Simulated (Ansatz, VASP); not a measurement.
Two plane-wave programs on Ga4SbAs3

INCAR

```
SYSTEM = Ga4SbAs3
  PREC = Accurate
  ENCUT = 600
  EDIFF = 1E-7
  ISMEAR = 0
  SIGMA = 0.1
  LREAL = .FALSE.
  LASPH = .TRUE.
  NELM = 100
  ALGO = Normal
  ISIF = 3
  LWAVE = .FALSE.
  LCHARG = .FALSE.
  GGA = PS
  IBRION = 2
  NSW = 100
  EDIFFG = -0.05
```

KPOINTS

```
Automatic mesh
0
G
  4 4 4
  0 0 0
```

POSCAR

```
Ga4SbAs3
1.0
    5.7697750000      0.0000000000      0.0000000000
    0.0000000000     -5.7697750000      0.0000000000
    0.0000000000      0.0000000000     -5.7697750000
Ga Sb As
4 1 3
Direct
    0.0000000000      0.5000000000      0.5000000000
    0.5000000000      0.0000000000      0.5000000000
    0.5000000000      0.5000000000      0.0000000000
    0.0000000000      0.0000000000      0.0000000000
    0.2500000000      0.2500000000      0.2500000000
    0.7500000000      0.7500000000      0.2500000000
    0.7500000000      0.2500000000      0.7500000000
    0.2500000000      0.7500000000      0.7500000000
```

Input for Ansatz:

```yaml
crystal:
  lattice:
    - [5.769775, 0.0, 0.0]
    - [0.0, -5.769775, 0.0]
    - [0.0, 0.0, -5.769775]
  atoms:
    - { symbol: Ga, position: [0.0, 0.5, 0.5] }
    - { symbol: Ga, position: [0.5, 0.0, 0.5] }
    - { symbol: Ga, position: [0.5, 0.5, 0.0] }
    - { symbol: Ga, position: [0.0, 0.0, 0.0] }
    - { symbol: Sb, position: [0.25, 0.25, 0.25] }
    - { symbol: As, position: [0.75, 0.75, 0.25] }
    - { symbol: As, position: [0.75, 0.25, 0.75] }
    - { symbol: As, position: [0.25, 0.75, 0.75] }
basis:
  ecutwfc: 420
kpoints:
  mp_grid: { grid: [4, 4, 4] }
hamiltonian:
  xc: pbesol
scf:
  occupations: { method: gaussian, width: 0.1 }
output:
  forces: true
  stress: true
  eigenvalues: true
relax:
  adjacent_minimum: "off"
  f_tol: 0.05
  max_steps: 80
  cell: { stress_tol: 0.5 }
```

Alike in both runs: task relaxation of cell and atoms; functional PBEsol; k mesh 4 × 4 × 4; occupations gaussian, width 0.1 eV; no spin polarisation.

|  | VASP | Ansatz |
| --- | --- | --- |
| version | VASP 6.6.1 | Ansatz 0.2.0 |
| potentials or method | VASP PAW PBE potentials, release 64 (Ga_d, Sb, As), cutoff 600 eV | scalar-relativistic, plane waves, PAW |
| valence electrons in the cell | 72 | 112 |

|  | VASP | Ansatz | Ansatz less VASP |
| --- | --- | --- | --- |
| gap on the k mesh at the Fermi level, each at its own relaxed structure (eV) | none | none | - |
| relaxed volume (Å³/atom) | 24.04 | 24.15 | +0.102 |
| relaxed length of the cell vector where the two differ most in proportion (Å) | 5.773 | 5.781 | +0.0082 |

VASP's potentials were made for PBE, not for PBEsol. A gap of «none» marks a metal or a gap that the smearing closes. VASP's potentials hold 72 valence electrons a cell and Ansatz's 112, so a difference there can come from the potentials and not from the codes.

Neither program's run includes spin-orbit coupling.
